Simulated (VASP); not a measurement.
The system is SiC (Moissanite 3C).

```
Si C
1.0
     0.00000    2.14955    2.14955
     2.14955    0.00000    2.14955
     2.14955    2.14955    0.00000
Si C
1 1
Direct
  0.00000 0.00000 0.00000
  0.75000 0.75000 0.75000
```

Base run:

- Program: VASP 6.6.1
- Functional: revPBE
- Dispersion: D3(BJ)
- Potentials or basis: VASP PAW PBE potentials, release 64 (Si, C)
- Cutoff: 600 eV
- k mesh: 10 × 10 × 10
- Occupations: fermi-dirac, width 0.05 eV
- Spin: no spin polarisation

Its results: band gap on the k mesh 1.32 eV, indirect (least direct gap 4.57 eV); pressure 5.0 GPa.

**Question.** The run is repeated on the same cell with these changes: functional from revPBE to PBE. What comes out?

**Answer.** Band gap on the k mesh 1.32 eV, indirect (least direct gap 4.58 eV); pressure 7.9 GPa.

Caveats: the PAW data sets were made with another functional, which shifts forces and pressure a little (some runs).

A k mesh can miss the band edges.
